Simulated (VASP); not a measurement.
# Cr (Pm-3m) in VASP: notebook, part 2 of 2

VASP 6.6.1. The steps go on from the part before.

### 3 Single point, RPBE, collinear spin, ferromagnetic start (volume scaled by 1.12)

Contents of INCAR:

```
SYSTEM = Cr
PREC = Accurate
ENCUT = 520
EDIFF = 1E-7
ISMEAR = -1
SIGMA = 0.05
LREAL = .False.
LASPH = .True.
NELM = 150
ALGO = Normal
ISIF = 2
LWAVE = .False.
LCHARG = .True.
ISPIN = 2
MAGMOM = 1.5
LORBIT = 11
LMAXMIX = 4
GGA = RP
LELF = .True.
LVHAR = .True.
NBANDS = 16
```

Contents of KPOINTS:

```
Automatic mesh
0
Gamma
  15 15 15
  0 0 0
```

Contents of POSCAR:

```
Cr
1.0
    2.4466363759      0.0000000000      0.0000000000
    0.0000000000      2.4466363759      0.0000000000
    0.0000000000      0.0000000000      2.4466363759
Cr
1
Direct
    0.0000000000      0.0000000000      0.0000000000
```

Potentials or basis: VASP PAW PBE potentials, release 64 (Cr_pv).

Run with:

```sh
$ cat potpaw_PBE.64/Cr_pv/POTCAR > POTCAR
$ mpirun -np 1 vasp_std > vasp.out
```

OUTCAR:

```text
SYSTEM = Cr
   PREC = Accurate
   ENCUT = 520
   EDIFF = 1E-7
   ISMEAR = -1
   LREAL = .False.
   LASPH = .True.
   NELM = 150
   ISIF = 2
   ISPIN = 2
   LORBIT = 11
   GGA = RP

 ion  position               nearest neighbor table
   1  0.000  0.000  0.000-

  LATTYP: Found a simple cubic cell.
 ALAT       =     2.4466363759

  Lattice vectors:

 A1 = (   2.4466363759,   0.0000000000,   0.0000000000)
 A2 = (   0.0000000000,   2.4466363759,   0.0000000000)
 A3 = (   0.0000000000,   0.0000000000,   2.4466363759)

Analysis of symmetry for initial positions (statically):
=====================================================================
 Subroutine PRICEL returns:
 Original cell was already a primitive cell.

 Routine SETGRP: Setting up the symmetry group for a
 simple cubic supercell.

 Subroutine GETGRP returns: Found 48 space group operations
 (whereof 48 operations were pure point group operations)
 out of a pool of 48 trial point group operations.

The static configuration has the point symmetry O_h .

Analysis of symmetry for dynamics (positions and initial velocities):
=====================================================================
 Subroutine PRICEL returns:
 Original cell was already a primitive cell.

 Routine SETGRP: Setting up the symmetry group for a
 simple cubic supercell.

 Subroutine GETGRP returns: Found 48 space group operations
 (whereof 48 operations were pure point group operations)
 out of a pool of 48 trial point group operations.

The dynamic configuration has the point symmetry O_h .

Analysis of structural, dynamic, and magnetic symmetry:
=====================================================================
 Subroutine PRICEL returns:
 Original cell was already a primitive cell.

 Routine SETGRP: Setting up the symmetry group for a
 simple cubic supercell.

 Subroutine GETGRP returns: Found 48 space group operations
 (whereof 48 operations were pure point group operations)
 out of a pool of 48 trial point group operations.
[... 133 lines left out ...]
 maximum number of plane-waves:       413
   NGX =  9   NGY =  9   NGZ =  9

 number of electron      11.9999968 magnetization       0.0008360

 number of electron      11.9999968 magnetization      -0.0006661

 Free energy of the ion-electron system (eV)
  ---------------------------------------------------
  ext. energy  EPLUGINS =         0.00000000
  ---------------------------------------------------
  free energy    TOTEN  =        -7.89863314 eV

  energy without entropy =       -7.88230698  energy(sigma->0) =       -7.89047006

 E-fermi :   8.0874     XC(G=0): -12.1134

 val. band max:        8.0735780127   @ k =   0.4667   0.3333   0.2000
 cond. band min:       8.0927278392   @ k =   0.4000   0.2000   0.1333
 fundamental gap:      0.0191498264
 Fermi energy:         8.0874102452

 spin component 1

 k-point     1 :       0.0000    0.0000    0.0000
  band No.  band energies     occupation
      1     -34.6449      1.00000
      2     -34.6449      1.00000
      3     -34.6449      1.00000
      4       1.2698      1.00000
      5       5.4426      1.00000
      6       5.4426      1.00000
[... 435 lines left out ...]
      5       6.2418      1.00000
      6       7.2370      1.00000
[... 8 lines left out ...]
     15      32.0309      0.00000
     16      38.3565      0.00000

 [... further k-points ...]

 spin component 2

 k-point     1 :       0.0000    0.0000    0.0000
  band No.  band energies     occupation
      1     -34.6456      1.00000
      2     -34.6456      1.00000
      3     -34.6456      1.00000
      4       1.2696      1.00000
      5       5.4422      1.00000
      6       5.4422      1.00000
[... 435 lines left out ...]
      5       6.2413      1.00000
      6       7.2366      1.00000
[... 8 lines left out ...]
     15      32.0307      0.00000
     16      38.3562      0.00000

 [... further k-points ...]

------------------------ aborting loop because EDIFF is reached ----------------------------------------

  FORCE on cell =-STRESS in cart. coord.  units (eV):
  Direction    XX          YY          ZZ          XY          YZ          ZX
  --------------------------------------------------------------------------------------
  -------------------------------------------------------------------------------------
  Total       -1.3929667     -1.3929667     -1.3929667      0.0000000      0.0000000      0.0000000
  in kB     -152.3852822   -152.3852822   -152.3852822      0.0000000      0.0000000      0.0000000
  external PRESSURE =    -152.3852822 kB  Pullay stress =       0.0000000 kB

 VOLUME and BASIS-vectors are now :
 -----------------------------------------------------------------------------
  energy-cutoff  :      520.00
  volume of cell :       14.65
      direct lattice vectors                 reciprocal lattice vectors
     2.446636376  0.000000000  0.000000000     0.408724406  0.000000000  0.000000000
     0.000000000  2.446636376  0.000000000     0.000000000  0.408724406  0.000000000
     0.000000000  0.000000000  2.446636376     0.000000000  0.000000000  0.408724406

 POSITION                                       TOTAL-FORCE (eV/Angst)
 -----------------------------------------------------------------------------------
      0.00000      0.00000      0.00000         0.000000      0.000000      0.000000
 -----------------------------------------------------------------------------------
    total drift:                                0.000000      0.000000      0.000000

  FREE ENERGIE OF THE ION-ELECTRON SYSTEM (eV)
  ---------------------------------------------------
  free  energy   TOTEN  =        -7.8986331392 eV

  energy  without entropy=       -7.8823069795  energy(sigma->0) =       -7.89047006

 total charge

# of ion       s       p       d       tot
------------------------------------------
    1        0.421   6.244   4.191  10.855

 magnetization (x)

# of ion       s       p       d       tot
------------------------------------------
    1       -0.000  -0.000  -0.001  -0.001
```

OSZICAR:

```text
N       E                     dE             d eps       ncg     rms          rms(c)
DAV:   1     0.869610235777E+02    0.86961E+02   -0.63645E+03  7832   0.814E+02
DAV:   2    -0.712089945803E+01   -0.94082E+02   -0.89462E+02  8312   0.243E+02
DAV:   3    -0.879454402918E+01   -0.16736E+01   -0.16706E+01  8808   0.364E+01
DAV:   4    -0.880241050430E+01   -0.78665E-02   -0.78663E-02  8552   0.248E+00
DAV:   5    -0.880249206771E+01   -0.81563E-04   -0.81564E-04  8912   0.228E-01    0.106E+01
DAV:   6    -0.789677912336E+01    0.90571E+00   -0.24929E+00  8456   0.227E+01    0.249E+00
DAV:   7    -0.789685418013E+01   -0.75057E-04   -0.88284E-02  8088   0.360E+00    0.142E+00
DAV:   8    -0.789711304535E+01   -0.25887E-03   -0.37248E-03  8784   0.659E-01    0.883E-01
DAV:   9    -0.789854002604E+01   -0.14270E-02   -0.16690E-03  8456   0.381E-01    0.150E-01
DAV:  10    -0.789853540629E+01    0.46197E-05   -0.22482E-04  8496   0.152E-01    0.668E-02
DAV:  11    -0.789855224475E+01   -0.16838E-04   -0.18609E-05  8272   0.305E-02    0.452E-02
DAV:  12    -0.789859431242E+01   -0.42068E-04   -0.30737E-05  8392   0.506E-02    0.227E-02
DAV:  13    -0.789861169457E+01   -0.17382E-04   -0.85552E-06  8344   0.199E-02    0.183E-02
DAV:  14    -0.789863066157E+01   -0.18967E-04   -0.25377E-05  8160   0.413E-02    0.456E-03
DAV:  15    -0.789863295392E+01   -0.22923E-05   -0.39478E-06  8624   0.125E-02    0.242E-03
DAV:  16    -0.789863314825E+01   -0.19433E-06   -0.63542E-07  8336   0.520E-03    0.129E-03
DAV:  17    -0.789863313922E+01    0.90295E-08   -0.10792E-07  5424   0.261E-03
   1 F= -.78986331E+01 E0= -.78904701E+01  d E =-.163262E-01  mag=    -0.0001
```

Wall time 88 s (1 thread of Intel Xeon 8259CL, shared host); peak memory 0.16 GiB.

Results:

* Free energy: -7.8986 eV
* Pressure: -15.2 GPa
* Band gap on the k mesh: zero (filled and empty bands overlap)
* Net moment: 0.00 μB per cell
* Valence electrons inside the program's atomic spheres: Cr 10.86

Caveat: the starting moments collapsed, and a magnetic state may lie lower; the PAW data sets were made with another functional, which shifts forces and pressure a little.
